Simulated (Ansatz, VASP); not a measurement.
# SiGe in VASP and in Ansatz

The input INCAR:

```
SYSTEM = SiGe
  PREC = Accurate
  ENCUT = 520
  EDIFF = 1E-6
  ISMEAR = 0
  SIGMA = 0.03
  LREAL = .False.
  LASPH = .True.
  NELM = 80
  ALGO = Normal
  ISIF = 2
  LWAVE = .False.
  LCHARG = .False.
  GGA = PS
  NBANDS = 26
```

File KPOINTS:

```
regular mesh
0
Gamma
  12 12 6
  0 0 0
```

POSCAR

```
SiGe
1.0
    3.7839058295      0.0000000000      0.0000000000
   -1.8919529148      3.2769585739      0.0000000000
    0.0000000000      0.0000000000      6.8462208174
Si Ge
2 2
Direct
    0.6666666667      0.3333333333      0.8745463082
    0.3333333333      0.6666666667      0.3745463082
    0.6666666667      0.3333333333      0.5004526918
    0.3333333333      0.6666666667      0.0004526918
```

Input for Ansatz:

```yaml
crystal:
  lattice:
    - [3.7839058295, 0.0, 0.0]
    - [-1.8919529148, 3.2769585739, 0.0]
    - [0.0, 0.0, 6.8462208174]
  atoms:
    - { symbol: Si, position: [0.6666666667, 0.3333333333, 0.8745463082] }
    - { symbol: Si, position: [0.3333333333, 0.6666666667, 0.3745463082] }
    - { symbol: Ge, position: [0.6666666667, 0.3333333333, 0.5004526918] }
    - { symbol: Ge, position: [0.3333333333, 0.6666666667, 0.0004526918] }
basis:
  ecutwfc: 420
kpoints:
  mp_grid: { grid: [12, 12, 6] }
hamiltonian:
  xc: pbesol
  pseudopotentials: { kind: paw, azcp: { folder: soft_1 } }
scf:
  occupations: { method: gaussian, width: 0.03 }
output:
  forces: true
  stress: true
  eigenvalues: true
```

Alike in both runs: task single point; functional PBEsol; k mesh 12 × 12 × 6; occupations gaussian, width 0.03 eV; no spin polarisation.

|  | VASP | Ansatz |
| --- | --- | --- |
| version | VASP 6.6.1 | Ansatz 0.2.0 |
| potentials or method | VASP PAW PBE potentials, release 64 (Si, Ge_d), cutoff 520 eV | scalar-relativistic, plane waves, PAW |
| valence electrons in the cell | 36 | 36 |

VASP gave:

| Quantity | Value |
| --- | --- |
| gap on the k mesh at the Fermi level (eV) | 0.13 |
| least direct gap on the mesh (eV) | 0.22 |
| pressure (GPa) | 1.0 |
| traceless stress, the component that is largest in VASP (GPa) | -10.99 |
| rms of the force components (eV/Å) | 0.380 |

Question: What did Ansatz give for the same quantities?

Answer: gap on the k mesh at the Fermi level (eV): 0.14; least direct gap on the mesh (eV): 0.22; pressure (GPa): 1.0; traceless stress, the component that is largest in VASP (GPa): -10.96; rms of the force components (eV/Å): 0.383.

VASP's potentials were made for PBE, not for PBEsol, and Ansatz warns of the same on its side. Atom by atom the forces differ by 0.002 eV/Å (rms over components).
